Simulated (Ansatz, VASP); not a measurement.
Two plane-wave programs on P

```
P
1.0
    -2.43474    0.00000   -0.00524
     0.00000   -2.43463    0.00000
    -1.48065    0.00000    9.58275
P
4
Direct
  0.62500 0.00000 0.62500
  0.92500 0.00000 0.12500
  0.47500 0.00000 0.87500
  0.77500 0.00000 0.37500
```

Alike in both runs: task single point; functional PBEsol; k mesh 24 × 24 × 6; occupations gaussian, width 0.15 eV; no spin polarisation.

|  | VASP | Ansatz |
| --- | --- | --- |
| version | VASP 6.6.1 | Ansatz 0.2.0 |
| potentials or method | VASP PAW PBE potentials, release 64 (P), cutoff 520 eV | scalar-relativistic, plane waves, PAW |
| valence electrons in the cell | 20 | 20 |

```tsv
	VASP	Ansatz	Ansatz less VASP
gap on the k mesh at the Fermi level (eV)	none	none	-
pressure (GPa)	0.8	0.7	-0.11
traceless stress, the component that is largest in VASP (GPa)	-2.83	-2.83	-0.002
rms of the force components (eV/Å)	0.252	0.249	-0.0026
```

VASP's potentials were made for PBE, not for PBEsol. Atom by atom the forces differ by 0.003 eV/Å (rms over components). A gap of «none» marks a metal or a gap that the smearing closes.
